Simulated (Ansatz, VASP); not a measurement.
**Cu3Pt in VASP and in Ansatz**

The input INCAR:

```
SYSTEM = Cu3Pt
ALGO = Normal
EDIFF = 1E-8
ENCUT = 520
GGA = CA
ISIF = 2
ISMEAR = -1
LASPH = .TRUE.
LCHARG = .FALSE.
LEFG = .TRUE.
LREAL = .FALSE.
LWAVE = .FALSE.
NBANDS = 30
NELM = 60
PREC = Accurate
SIGMA = 0.05
```

The input KPOINTS:

```
k-points
0
G
  9 9 9
  0 0 0
```

POSCAR

```
Cu3Pt
1.0
    3.7223256719      0.0000000000      0.0000000000
    0.0000000000      3.7223256719      0.0000000000
    0.0000000000      0.0000000000      3.7223256719
Cu Pt
3 1
Direct
    0.0000000000      0.5000000000      0.5000000000
    0.5000000000      0.0000000000      0.5000000000
    0.5000000000      0.5000000000      0.0000000000
    0.0000000000      0.0000000000      0.0000000000
```

Input for Ansatz:

```yaml
crystal:
  lattice:
    - [3.7223256719, 0.0, 0.0]
    - [0.0, 3.7223256719, 0.0]
    - [0.0, 0.0, 3.7223256719]
  atoms:
    - { symbol: Cu, position: [0.0, 0.5, 0.5] }
    - { symbol: Cu, position: [0.5, 0.0, 0.5] }
    - { symbol: Cu, position: [0.5, 0.5, 0.0] }
    - { symbol: Pt, position: [0.0, 0.0, 0.0] }
kpoints:
  mp_grid: { grid: [9, 9, 9] }
scf:
  occupations: { method: fermi_dirac, width: 0.05 }
hamiltonian:
  xc: lda
  pseudopotentials: { kind: all_electron, datasets: crystal }
output:
  forces: true
  stress: true
  eigenvalues: true
  efg: { contact_densities: true }
```

Change from the starting cell: volume scaled by 1.01, crystal datasets.

Alike in both runs: task electric field gradients; functional LDA; k mesh 9 × 9 × 9; occupations fermi-dirac, width 0.05 eV; no spin polarisation.

|  | VASP | Ansatz |
| --- | --- | --- |
| version | VASP 6.6.1 | Ansatz 0.2.0 |
| potentials or method | VASP PAW LDA potentials, release 64 (Cu, Pt), cutoff 520 eV | all-electron PAW with datasets made for the crystal, scalar-relativistic |

```csv
,VASP,Ansatz,Ansatz less VASP
pressure (GPa),-12.8,-13.6,-0.81
size of Vzz on the site where it differs most (V/Å²),27.7,25.0,-2.76
```

LDA's correlation is that of Perdew and Zunger in VASP and of Perdew and Wang (1992) in Ansatz. Ansatz ran all-electron here, and VASP with PAW potentials.

Neither program's run includes spin-orbit coupling.
